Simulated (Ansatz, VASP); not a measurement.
**Two plane-wave programs on CdS**

```
Cd S
1.0
     4.12504    0.00000    0.00000
    -2.06252    3.57239    0.00000
     0.00000    0.00000    6.70811
Cd S
2 2
Direct
  0.33333 0.66667 0.00016
  0.66667 0.33333 0.50016
  0.33333 0.66667 0.37684
  0.66667 0.33333 0.87684
```

Alike in both runs: task single point; functional PBEsol; k mesh 6 × 6 × 4; non-collinear spin, spin-orbit coupling.

|  | VASP | Ansatz |
| --- | --- | --- |
| version | VASP 6.6.1 | Ansatz 0.2.0 |
| potentials or method | VASP PAW PBE potentials, release 64 (Cd, S), cutoff 520 eV | plane waves, PAW |
| occupations | gaussian, width 0.01 eV | fixed |
| valence electrons in the cell | 36 | 52 |

|  | VASP | Ansatz | Ansatz less VASP |
| --- | --- | --- | --- |
| net moment per atom (μB) | 0.00 | 0.00 | 0.000 |

VASP's potentials were made for PBE, not for PBEsol, and Ansatz warns of the same on its side. VASP's potentials hold 36 valence electrons a cell and Ansatz's 52, so a difference there can come from the potentials and not from the codes.
